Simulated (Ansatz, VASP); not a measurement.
## Two plane-wave programs on Rb

```xyz
2
Lattice="4.9707 0.0000 0.0000 -2.4853 4.3047 0.0000 0.0000 0.0000 8.0969" Properties=species:S:1:pos:R:3 pbc="T T T"
Rb    0.0000    2.8698    2.0242
Rb    2.4853    1.4349    6.0726
```

Alike in both runs: task single point; functional PBEsol; k mesh 9 × 9 × 5; occupations gaussian, width 0.1 eV; no spin polarisation.

|  | VASP | Ansatz |
| --- | --- | --- |
| version | VASP 6.6.1 | Ansatz 0.2.0 |
| potentials or method | VASP PAW PBE potentials, release 64 (Rb_sv), cutoff 520 eV | scalar-relativistic, plane waves, PAW |
| valence electrons in the cell | 18 | 18 |

```tsv
	VASP	Ansatz	Ansatz less VASP
gap on the k mesh at the Fermi level (eV)	none	none	-
pressure (GPa)	0.0	0.0	0.00
traceless stress, the component that is largest in VASP (GPa)	0.07	0.07	0.000
```

VASP's potentials were made for PBE, not for PBEsol. A gap of «none» marks a metal or a gap that the smearing closes.
